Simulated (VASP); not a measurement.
# FeO (Wuestite) (Fm-3m) in VASP: further runs

FeO (Wuestite) is run at these levels: PBE; tasks: single point.

Program: VASP 6.6.1. These are calculated values, not measurements. Logs are shortened: lines on timing, memory, paths and dates and some standing lists are left out, and cuts for length are marked.

**Experimental background.**

From “W\"ustite: Electric, thermodynamic and optical properties of FeO”, 2012, arxiv:1203.1201, for a bulk crystal of FeO: band gap 2.4 eV (optical).

The results are compared with them further down.

**1. The cell of the first run**

It takes space group Fm-3m (No. 225, cubic). The conventional cell has a = 4.311 Å, b = 4.311 Å, c = 4.311 Å, α = 90.00°, β = 90.00°, γ = 90.00°. Within 2.9 Å of Fe (site symmetry m-3m) lie 6 O at 2.16 Å. Within 2.9 Å of O (site symmetry m-3m) lie 6 Fe at 2.16 Å.

**2. Single point, PBE, collinear spin, ferromagnetic start**

Contents of INCAR:

```
PREC     = Accurate       # precision mode
ENCUT    = 520            # plane-wave cutoff, eV
EDIFF    = 1E-7           # SCF threshold, eV
ISMEAR   = 0              # smearing method
SIGMA    = 0.025          # smearing width, eV
LREAL    = F              # projectors in reciprocal space
LASPH    = T              # aspherical terms in the spheres
NELM     = 150            # most SCF steps
ALGO     = Normal         # electronic algorithm
ISIF     = 2              # what is computed and relaxed
LWAVE    = F              # write WAVECAR
LCHARG   = F              # write CHGCAR
ISPIN    = 2              # spin polarisation
MAGMOM   = 3 0            # initial moments
LORBIT   = 11             # projections on sites
LMAXMIX  = 4              # l up to which the mixer works
GGA      = PE             # functional
NBANDS   = 18             # bands
```

Contents of KPOINTS:

```
regular mesh
0
Gamma
  11 11 11
```

Contents of POSCAR:

```
FeO
1.0
    0.0000000000      2.1554000000      2.1554000000
    2.1554000000      0.0000000000      2.1554000000
    2.1554000000      2.1554000000      0.0000000000
Fe O
1 1
Direct
    0.0000000000      0.0000000000      0.0000000000
    0.5000000000      0.5000000000      0.5000000000
```

Potentials or basis: VASP PAW PBE potentials, release 64 (Fe, O).

On the command line:

```bash
$ cat potpaw_PBE.64/Fe/POTCAR potpaw_PBE.64/O/POTCAR > POTCAR
$ mpirun -np 1 vasp_std > vasp.out
```

OUTCAR:

```text
PREC = Accurate
   ENCUT = 520
   EDIFF = 1E-7
   ISMEAR = 0
   LREAL = F
   LASPH = T
   NELM = 150
   ISIF = 2
   ISPIN = 2
   LORBIT = 11
   GGA = PE

 ion  position               nearest neighbor table
   1  0.000  0.000  0.000-   2 2.16   2 2.16   2 2.16   2 2.16   2 2.16   2 2.16
   2  0.500  0.500  0.500-   1 2.16   1 2.16   1 2.16   1 2.16   1 2.16   1 2.16

  LATTYP: Found a face centered cubic cell.
 ALAT       =     4.3108000000

  Lattice vectors:

 A1 = (   0.0000000000,   2.1554000000,   2.1554000000)
 A2 = (   2.1554000000,   0.0000000000,   2.1554000000)
 A3 = (   2.1554000000,   2.1554000000,   0.0000000000)

Analysis of symmetry for initial positions (statically):
=====================================================================
 Subroutine PRICEL returns:
 Original cell was already a primitive cell.

 Routine SETGRP: Setting up the symmetry group for a
 face centered cubic supercell.

 Subroutine GETGRP returns: Found 48 space group operations
 (whereof 48 operations were pure point group operations)
 out of a pool of 48 trial point group operations.

The static configuration has the point symmetry O_h .

Analysis of symmetry for dynamics (positions and initial velocities):
=====================================================================
 Subroutine PRICEL returns:
 Original cell was already a primitive cell.

 Routine SETGRP: Setting up the symmetry group for a
 face centered cubic supercell.

 Subroutine GETGRP returns: Found 48 space group operations
 (whereof 48 operations were pure point group operations)
 out of a pool of 48 trial point group operations.

The dynamic configuration has the point symmetry O_h .

Analysis of structural, dynamic, and magnetic symmetry:
=====================================================================
 Subroutine PRICEL returns:
 Original cell was already a primitive cell.

 Routine SETGRP: Setting up the symmetry group for a
 face centered cubic supercell.

 Subroutine GETGRP returns: Found 48 space group operations
 (whereof 48 operations were pure point group operations)
 out of a pool of 48 trial point group operations.

The overall configuration has the point symmetry O_h .

 Subroutine INISYM returns: Found 48 space group operations
 (whereof 48 operations are pure point group operations),
 and found     1 'primitive' translations

----------------------------------------------------------------------------------------

                                     Primitive cell

  volume of cell :      20.0269

  direct lattice vectors                    reciprocal lattice vectors
     0.000000000  2.155400000  2.155400000    -0.231975503  0.231975503  0.231975503
     2.155400000  0.000000000  2.155400000     0.231975503 -0.231975503  0.231975503
     2.155400000  2.155400000  0.000000000     0.231975503  0.231975503 -0.231975503

  length of vectors
     3.048195912  3.048195912  3.048195912     0.401793358  0.401793358  0.401793358

  position of ions in fractional coordinates (direct lattice)
     0.000000000  0.000000000  0.000000000
     0.500000000  0.500000000  0.500000000

  ion indices of the primitive-cell ions
   primitive index   ion index
                 1           1
                 2           2

----------------------------------------------------------------------------------------

 KPOINTS: regular mesh

Automatic generation of k-mesh.
 Grid dimensions read from file:
 generate k-points for:   11   11   11

 Generating k-lattice:

  Cartesian coordinates                     Fractional coordinates (reciprocal lattice)
    -0.021088682  0.021088682  0.021088682     0.090909091  0.000000000  0.000000000
     0.021088682 -0.021088682  0.021088682     0.000000000  0.090909091  0.000000000
     0.021088682  0.021088682 -0.021088682     0.000000000  0.000000000  0.090909091

  Length of vectors
     0.036526669  0.036526669  0.036526669

  Shift w.r.t. Gamma in fractional coordinates (k-lattice)
     0.000000000  0.000000000  0.000000000

 Subroutine IBZKPT returns following result:
 ===========================================

 Found     56 irreducible k-points:

 Following reciprocal coordinates:
            Coordinates               Weight
  0.000000  0.000000  0.000000      1.000000
  0.090909  0.000000  0.000000      8.000000
  0.181818  0.000000  0.000000      8.000000
  0.272727  0.000000  0.000000      8.000000
  0.363636  0.000000  0.000000      8.000000
  0.454545  0.000000  0.000000      8.000000
[... 16 lines left out ...]
 -0.272727  0.181818  0.000000     24.000000
 -0.181818  0.181818  0.000000     12.000000
 [... further k-points ...]
   k-points           NKPTS =     56   k-points in BZ     NKDIM =     56   number of bands    NBANDS=     18
   number of dos      NEDOS =    301   number of ions     NIONS =      2
   total plane-waves  NPLWV =  13824
   dimension x,y,z NGX =    24 NGY =   24 NGZ =   24
   dimension x,y,z NGXF=    48 NGYF=   48 NGZF=   48
   ions per type =               1   1
   NGX,Y,Z   is equivalent  to a cutoff of  13.09, 13.09, 13.09 a.u.
   NGXF,Y,Z  is equivalent  to a cutoff of  26.18, 26.18, 26.18 a.u.
 SYSTEM =  unknown system
   PREC   = accura    normal or accurate (medium, high low for compatibility)
   ISTART =      0    job   : 0-new  1-cont  2-samecut
   ICHARG =      2    charge: 1-file 2-atom 10-const
   ISPIN  =      2    spin polarized calculation?
   LNONCOLLINEAR =      F non collinear calculations
   LSORBIT =      F    spin-orbit coupling
   LASPH  =      T    aspherical Exc in radial PAW
   ENCUT  =  520.0 eV  38.22 Ry    6.18 a.u.   5.67  5.67  5.67*2*pi/ulx,y,z
   NELM   =    150;   NELMIN=  2; NELMDL= -5     # of ELM steps
   EDIFF  = 0.1E-06   stopping-criterion for ELM
   LREAL  =      F    real-space projection
   EDIFFG = 0.1E-05   stopping-criterion for IOM
   NSW    =      0    number of steps for IOM
   IBRION =     -1    ionic relax: 0-MD 1-quasi-New 2-CG
   NFREE  =      0    steps in history (QN), initial steepest desc. (CG)
   ISIF   =      2    stress and relaxation
   ISYM   =      2    0-nonsym 1-usesym 2-fastsym
   POTIM  = 0.5000    time-step for ionic-motion
   TEBEG  =    0.0;   TEEND  =   0.0 temperature during run
   PSTRESS=    0.0 pullay stress
   NELECT =      14.0000    total number of electrons
   NUPDOWN=      -1.0000    fix difference up-down
   EMIN   =  10.00;   EMAX   =-10.00  energy-range for DOS
   EFERMI =   0.00;   METHOD = LEGACY
   ISMEAR =     0;   SIGMA  =   0.03  broadening in eV -4-tet -1-fermi 0-gaus
   EFERMI_NEDOS =   21; number of points for ismear=-14 and -15
   IALGO  =     38    algorithm
   IMIX   =      4    mixing-type and parameters
     AMIX     =   0.40;   BMIX     =  1.00
     AMIX_MAG =   1.60;   BMIX_MAG =  1.00
  volume/ion in A,a.u.               =      10.01        67.57
  Fermi-wavevector in a.u.,A,eV,Ry     =   1.452935  2.745650 28.722187  2.111021
  Thomas-Fermi vector in A             =   2.570260
   LORBIT       =     11    0 simple, 1 ext, 2 COOP (PROOUT), +10 PAW based schemes
   GGA     = PE    functional components
   LHFCALC =     F    Hartree Fock is set to
   AEXX    =    0.0000 exact exchange contribution
   IVDW    =     0    specifies the selected vdW correction
   LEPSILON=     F    determine dielectric tensor
   LRPA    =     F    only Hartree local field effects (RPA)
 spin polarized calculation
 Gauss-broadening in eV      SIGMA  =   0.03
  energy-cutoff  :      520.00
  volume of cell :       20.03
 maximum number of plane-waves:       556
   NGX = 11   NGY = 11   NGZ = 11

 number of electron      13.9999999 magnetization       4.0000511

 Free energy of the ion-electron system (eV)
  ---------------------------------------------------
  ext. energy  EPLUGINS =         0.00000000
  ---------------------------------------------------
  free energy    TOTEN  =       -14.92985464 eV

  energy without entropy =      -14.92921290  energy(sigma->0) =      -14.92953377

 E-fermi :   6.2027     XC(G=0): -12.1640

 val. band max:        6.1992577407   @ k =  -0.3636   0.2727   0.0909
 cond. band min:       6.2116769890   @ k =  -0.1818   0.0909   0.0000
 fundamental gap:      0.0124192483
 Fermi energy:         6.2026837420

 spin component 1

 k-point     1 :       0.0000    0.0000    0.0000
  band No.  band energies     occupation
      1     -14.5197      1.00000
      2       2.3264      1.00000
      3       2.3264      1.00000
      4       2.3264      1.00000
      5       2.4055      1.00000
      6       2.4055      1.00000
[... 10 lines left out ...]
     17      26.8358      0.00000
     18      29.9579      0.00000

 k-point     2 :       0.0909    0.0000    0.0000
  band No.  band energies     occupation
      1     -14.4383      1.00000
      2       1.4884      1.00000
      3       1.6004      1.00000
      4       1.6004      1.00000
      5       2.4071      1.00000
      6       2.4071      1.00000
[... 10 lines left out ...]
     17      27.8297      0.00000
     18      31.2612      0.00000

 k-point     3 :       0.1818    0.0000    0.0000
  band No.  band energies     occupation
      1     -14.2121      1.00000
      2       0.2495      1.00000
      3       0.8502      1.00000
      4       0.8502      1.00000
      5       2.5668      1.00000
      6       2.5668      1.00000
[... 412 lines left out ...]
 k-point    23 :      -0.2727    0.1818    0.0000
  band No.  band energies     occupation
      1     -13.5612      1.00000
      2      -1.6081      1.00000
      3      -0.2332      1.00000
      4       0.0376      1.00000
      5       2.8535      1.00000
      6       3.0367      1.00000
[... 10 lines left out ...]
     17      32.6994      0.00000
     18      34.4360      0.00000

 k-point    24 :      -0.1818    0.1818    0.0000
  band No.  band energies     occupation
      1     -13.8186      1.00000
      2      -1.0564      1.00000
      3       0.0179      1.00000
      4       0.5148      1.00000
      5       2.6769      1.00000
      6       2.9545      1.00000
[... 10 lines left out ...]
     17      32.7140      0.00000
     18      34.4739      0.00000

 [... further k-points ...]

 spin component 2

 k-point     1 :       0.0000    0.0000    0.0000
  band No.  band energies     occupation
      1     -13.9873      1.00000
      2       2.9636      1.00000
      3       2.9636      1.00000
      4       2.9636      1.00000
      5       5.4657      1.00000
      6       5.4660      1.00000
[... 10 lines left out ...]
     17      28.4260      0.00000
     18      31.0367      0.00000

 k-point     2 :       0.0909    0.0000    0.0000
  band No.  band energies     occupation
      1     -13.9048      1.00000
      2       2.3214      1.00000
      3       2.7217      1.00000
      4       2.7217      1.00000
      5       5.5684      1.00000
      6       5.5686      1.00000
[... 10 lines left out ...]
     17      29.2172      0.00000
     18      32.4816      0.00000

 k-point     3 :       0.1818    0.0000    0.0000
  band No.  band energies     occupation
      1     -13.6755      1.00000
      2       1.0717      1.00000
      3       2.2069      1.00000
      4       2.2069      1.00000
      5       5.7757      1.00000
      6       5.8073      1.00000
[... 412 lines left out ...]
 k-point    23 :      -0.2727    0.1818    0.0000
  band No.  band energies     occupation
      1     -13.0087      1.00000
      2      -0.7758      1.00000
      3       1.0557      1.00000
      4       1.2482      1.00000
      5       6.1853      0.83668
      6       6.3413      0.00000
[... 10 lines left out ...]
     17      33.3084      0.00000
     18      35.2233      0.00000

 k-point    24 :      -0.1818    0.1818    0.0000
  band No.  band energies     occupation
      1     -13.2735      1.00000
      2      -0.1823      1.00000
      3       1.5139      1.00000
      4       1.5464      1.00000
      5       5.9437      1.00000
      6       6.1582      0.99411
[... 10 lines left out ...]
     17      33.4970      0.00000
     18      35.2271      0.00000

 [... further k-points ...]
[... 5 lines left out ...]
  --------------------------------------------------------------------------------------
  -------------------------------------------------------------------------------------
  Total       -0.0221484     -0.0221484     -0.0221484      0.0000000      0.0000000      0.0000000
  in kB       -1.7718984     -1.7718984     -1.7718984      0.0000000      0.0000000      0.0000000
  external PRESSURE =      -1.7718984 kB  Pullay stress =       0.0000000 kB

 VOLUME and BASIS-vectors are now :
 -----------------------------------------------------------------------------
  energy-cutoff  :      520.00
  volume of cell :       20.03
      direct lattice vectors                 reciprocal lattice vectors
     0.000000000  2.155400000  2.155400000    -0.231975503  0.231975503  0.231975503
     2.155400000  0.000000000  2.155400000     0.231975503 -0.231975503  0.231975503
     2.155400000  2.155400000  0.000000000     0.231975503  0.231975503 -0.231975503

 POSITION                                       TOTAL-FORCE (eV/Angst)
 -----------------------------------------------------------------------------------
      0.00000      0.00000      0.00000         0.000000      0.000000      0.000000
      2.15540      2.15540      2.15540         0.000000      0.000000      0.000000
 -----------------------------------------------------------------------------------
    total drift:                                0.000000     -0.000000      0.000000

  FREE ENERGIE OF THE ION-ELECTRON SYSTEM (eV)
  ---------------------------------------------------
  free  energy   TOTEN  =       -14.9298546393 eV

  energy  without entropy=      -14.9292129039  energy(sigma->0) =      -14.92953377

 total charge

# of ion       s       p       d       tot
------------------------------------------
    1        0.287   0.358   6.086   6.731
    2        1.556   3.438   0.000   4.994
--------------------------------------------------
tot          1.844   3.796   6.086  11.725

 magnetization (x)

# of ion       s       p       d       tot
------------------------------------------
    1        0.027   0.021   3.571   3.619
    2        0.030   0.272   0.000   0.301
--------------------------------------------------
tot          0.057   0.293   3.571   3.920
```

Wall time 30 s (1 thread of Intel Xeon Platinum 8559C (Emerald Rapids), shared host); peak memory 0.16 GiB.

Results:

```yaml
Free_energy: -14.9299 eV
Pressure: -0.2 GPa
Band_gap_on_the_k_mesh: zero (filled and empty bands overlap)
Net_moment: 4.00 μB per cell
Site_moments: Fe +3.62; O +0.30 μB
Valence_electrons_inside_the_program's_atomic_spheres: Fe 6.73; O 4.99
```

Levels at points of the mesh, in eV from the Fermi level:
Spin up:
```csv
k point,band 6,band 7,band 8,band 9,band 10,band 11,band 12,band 13
"(0.00, 0.00, 0.00)",-3.80,-3.80,-3.68,-3.68,0.09,15.47,17.03,17.03
```
Spin down:
```
           k point  band 2  band 3  band 4  band 5  band 6  band 7  band 8  band 9
(0.00, 0.00, 0.00)   -3.24   -3.24   -3.24   -0.74   -0.74   -0.74    0.19    0.19
```

Caveat: a cell with one magnetic atom can't hold antiferromagnetic order, which such compounds often take; semilocal functionals often make such compounds metallic where correlation or magnetic order opens a gap, which also shifts bond lengths.

**3. Single point, PBE, collinear spin, ferromagnetic start**

Contents of INCAR:

```
ALGO = Normal ; EDIFF = 1E-6
ENCUT = 520 ; GGA = PE
ISIF = 2 ; ISMEAR = -1
ISPIN = 2 ; LASPH = True
LCHARG = True ; LELF = True
LMAXMIX = 4 ; LORBIT = 11
LREAL = False ; LVHAR = True
LWAVE = False ; MAGMOM = 4.5 0
NBANDS = 18 ; NELM = 150
PREC = Accurate ; SIGMA = 0.05
```

Contents of KPOINTS:

```
k-points
0
Gamma
  11 11 11
```

POSCAR is that of step 2.

Potentials or basis: VASP PAW PBE potentials, release 64 (Fe, O).

On the command line:

```bash
$ cat potpaw_PBE.64/Fe/POTCAR potpaw_PBE.64/O/POTCAR > POTCAR
$ mpirun -np 1 vasp_std > vasp.out
```

Run time: 30 s. Hardware: 1 thread of Intel Xeon Platinum 8259CL at 2.50GHz (Skylake/Cascade Lake), shared host; peak memory 0.17 GiB.

The run converged. Its results:

* Free energy: -14.9359 eV
* Pressure: -0.2 GPa
* Band gap on the k mesh: zero (filled and empty bands overlap)
* Net moment: 4.00 μB per cell
* Site moments: Fe +3.62; O +0.30 μB
* Valence electrons inside the program's atomic spheres: Fe 6.73; O 4.99

Levels at points of the mesh, in eV from the Fermi level:
Spin up:
| k point | band 7 | band 8 | band 9 | band 10 | band 11 | band 12 |
| --- | --- | --- | --- | --- | --- | --- |
| (0.00, 0.00, 0.00) | -3.79 | -3.67 | -3.67 | 0.09 | 15.47 | 17.04 |
Spin down:
```tsv
k point	band 1	band 2	band 3	band 4	band 5	band 6	band 7	band 8	band 9	band 10
(0.00, 0.00, 0.00)	-20.19	-3.24	-3.24	-3.24	-0.73	-0.73	-0.73	0.20	0.20	0.89
```

Caveat: a cell with one magnetic atom can't hold antiferromagnetic order, which such compounds often take; semilocal functionals often make such compounds metallic where correlation or magnetic order opens a gap, which also shifts bond lengths.

**4. Single point, PBE**

Contents of INCAR:

```
PREC     = Accurate       # precision mode
ENCUT    = 520            # plane-wave cutoff, eV
EDIFF    = 1E-6           # SCF threshold, eV
ISMEAR   = -1             # smearing method
SIGMA    = 0.05           # smearing width, eV
LREAL    = False          # projectors in reciprocal space
LASPH    = True           # aspherical terms in the spheres
NELM     = 100            # most SCF steps
ALGO     = Normal         # electronic algorithm
ISIF     = 2              # what is computed and relaxed
LWAVE    = False          # write WAVECAR
LCHARG   = False          # write CHGCAR
GGA      = PE             # functional
NBANDS   = 14             # bands
```

Contents of KPOINTS:

```
regular mesh
0
Gamma
  11 11 11
```

POSCAR is that of step 3.

On the command line:

```bash
$ cat potpaw_PBE.64/Fe/POTCAR potpaw_PBE.64/O/POTCAR > POTCAR
$ mpirun -np 1 vasp_std > vasp.out
```

It took 40 s on 1 thread of AMD EPYC 7R13, shared host; peak memory 0.12 GiB.

It converged, with:

```yaml
Free_energy: -13.5492 eV
Pressure: -25.4 GPa
Band_gap_on_the_k_mesh: zero (band 7 reaches 5.53 eV, above the bottom of band 8 at 4.71 eV)
```

Levels at points of the mesh, in eV from the Fermi level:
```
           k point  band 3  band 4  band 5  band 6  band 7  band 8  band 9  band 10  band 11  band 12
(0.00, 0.00, 0.00)   -3.61   -3.61   -1.27   -1.27   -1.27   -0.79   -0.79     1.01    16.24    18.22
```

Caveat: the run has no spin polarisation, though such a crystal can be magnetic; semilocal functionals often make such compounds metallic where correlation or magnetic order opens a gap, which also shifts bond lengths. With open d or f shells a metallic result of PBE can be an artefact of self-interaction; +U or a hybrid may open a gap.

[end of part 1 of 2]
